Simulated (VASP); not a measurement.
A run of VASP 6.6.1:

INCAR

```
PREC = Accurate
ENCUT = 520
EDIFF = 1E-7
ISMEAR = -1
SIGMA = 0.1
LREAL = False
LASPH = True
NELM = 80
ALGO = Normal
ISIF = 2
LWAVE = False
LCHARG = True
GGA = PE
LELF = True
LVHAR = True
NBANDS = 14
```

Contents of KPOINTS:

```
Automatic mesh
0
Gamma
  15 15 15
```

Contents of POSCAR:

```
HfC
1.0
    0.0000000000      2.1524017925      2.1524017925
    2.1524017925      0.0000000000      2.1524017925
    2.1524017925      2.1524017925      0.0000000000
Hf C
1 1
Direct
    0.0000000000      0.0000000000      0.0000000000
    0.2500000000      0.2500000000      0.2500000000
```

Potentials or basis: VASP PAW PBE potentials, release 64 (Hf_pv, C).

Launch:

```sh
$ cat potpaw_PBE.64/Hf_pv/POTCAR potpaw_PBE.64/C/POTCAR > POTCAR
$ mpirun -np 1 vasp_std > vasp.out
```

Hardware: 1 thread of Intel(R) Xeon(R) 6975P-C (Granite Rapids), with other jobs on the host.

**Question.** How long does it take, and how much memory?

**Answer.** It took 25 s on 1 thread of Intel(R) Xeon(R) 6975P-C (Granite Rapids), on a shared host, peak memory 0.16 GiB. Counts: scf iterations 15, k points 120.
